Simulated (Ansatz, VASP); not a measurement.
Sc in VASP and in Ansatz

The input INCAR:

```
SYSTEM = Sc
ALGO = Normal
EDIFF = 1E-6
ENCUT = 520
GGA = RP
ISIF = 2
ISMEAR = -1
LASPH = .True.
LCHARG = .True.
LELF = .True.
LREAL = .False.
LVHAR = .True.
LWAVE = .False.
NBANDS = 12
NELM = 100
PREC = Accurate
SIGMA = 0.1
```

Contents of KPOINTS:

```
k-points
0
Gamma
  12 12 12
  0 0 0
```

POSCAR

```
Sc
1.0
    3.0221151968      0.0000000000      0.0000000000
    0.0000000000      3.0221151968      0.0000000000
    0.0000000000      0.0000000000      3.0221151968
Sc
1
Direct
    0.0000000000      0.0000000000      0.0000000000
```

Input for Ansatz:

```yaml
crystal:
  lattice:
    - [3.0221151968, 0.0, 0.0]
    - [0.0, 3.0221151968, 0.0]
    - [0.0, 0.0, 3.0221151968]
  atoms:
    - { symbol: Sc, position: [0.0, 0.0, 0.0] }
hamiltonian:
  xc: rpbe
  pseudopotentials:
    kind: paw
    azcp:
      Sc: "pseudopotentials/Sc.paw.azcp"
basis:
  ecutwfc: 420
  fft_grid_basis: typed
kpoints:
  mp_grid: { grid: [12, 12, 12], shift: [0, 0, 0] }
magnetization:
  spin_polarized: false
scf:
  occupations: { method: fermi_dirac, width: 0.1 }
  lower_state_search: "off"
output:
  stress: true
  write_density: true
  write_potential: true
  elf: true
  volumetric_format: npy
```

Alike in both runs: task single point; functional RPBE; k mesh 12 × 12 × 12; occupations fermi-dirac, width 0.1 eV; no spin polarisation.

|  | VASP | Ansatz |
| --- | --- | --- |
| version | VASP 6.6.1 | Ansatz 0.2.0 |
| potentials or method | VASP PAW PBE potentials, release 64 (Sc_sv), cutoff 520 eV | plane waves (420 eV) with PAW, scalar-relativistic |
| valence electrons in the cell | 11 | 11 |

```tsv
	VASP	Ansatz	Ansatz less VASP
pressure (GPa)	0.0	0.0	-0.02
```

VASP's potentials were made for PBE, not for RPBE. With one functional, cell and mesh, what is left measures potentials, basis and numerics.
